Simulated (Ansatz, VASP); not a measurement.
One calculation of Si, two programs

INCAR

```
SYSTEM = Si
  PREC = Accurate
  ENCUT = 520
  EDIFF = 1E-8
  ISMEAR = -1
  SIGMA = 0.05
  LREAL = .FALSE.
  LASPH = .TRUE.
  NELM = 80
  ALGO = Normal
  ISIF = 2
  LWAVE = .FALSE.
  LCHARG = .FALSE.
  GGA = PE
  LEFG = .TRUE.
  NBANDS = 11
```

KPOINTS

```
regular mesh
0
G
  16 16 16
  0 0 0
```

File POSCAR:

```
Si
1.0
   -2.2072871010      2.3225053304      1.3260000000
    2.2072871010     -2.3225053304      1.3260000000
    2.2072871010      2.3225053304     -1.3260000000
Si
2
Direct
    0.8070000000      0.5570000000      0.2500000000
    0.1930000000      0.4430000000      0.7500000000
```

Input for Ansatz:

```yaml
crystal:
  lattice:
    - [-2.207287101, 2.3225053304, 1.326]
    - [2.207287101, -2.3225053304, 1.326]
    - [2.207287101, 2.3225053304, -1.326]
  atoms:
    - { symbol: Si, position: [0.807, 0.557, 0.25] }
    - { symbol: Si, position: [0.193, 0.443, 0.75] }
kpoints:
  mp_grid: { grid: [16, 16, 16] }
scf:
  occupations: { method: fermi_dirac, width: 0.05 }
hamiltonian:
  xc: pbe
  pseudopotentials: { kind: paw }
output:
  forces: true
  stress: true
  eigenvalues: true
  efg: { contact_densities: true }
```

Change from the starting cell: z stretched by +4 % at fixed volume, PAW files.

Alike in both runs: task electric field gradients; functional PBE; k mesh 16 × 16 × 16; occupations fermi-dirac, width 0.05 eV; no spin polarisation.

|  | VASP | Ansatz |
| --- | --- | --- |
| version | VASP 6.6.1 | Ansatz 0.2.0 |
| potentials or method | VASP PAW PBE potentials, release 64 (Si) | PAW with Ansatz's default frozen-core files, scalar-relativistic |
| plane-wave cutoff (eV) | 520 | 420 |
| valence electrons in the cell | 8 | 8 |

|  | VASP | Ansatz | Ansatz less VASP |
| --- | --- | --- | --- |
| pressure (GPa) | 16.9 | 17.1 | +0.10 |
| traceless stress, the component that is largest in VASP (GPa) | 8.47 | 8.50 | +0.031 |
| rms of the force components (eV/Å) | 0.018 | 0.016 | -0.0020 |
| size of Vzz on the site where it differs most (V/Å²) | 34.1 | 33.3 | -0.76 |

Atom by atom the forces differ by 0.002 eV/Å (rms over components).
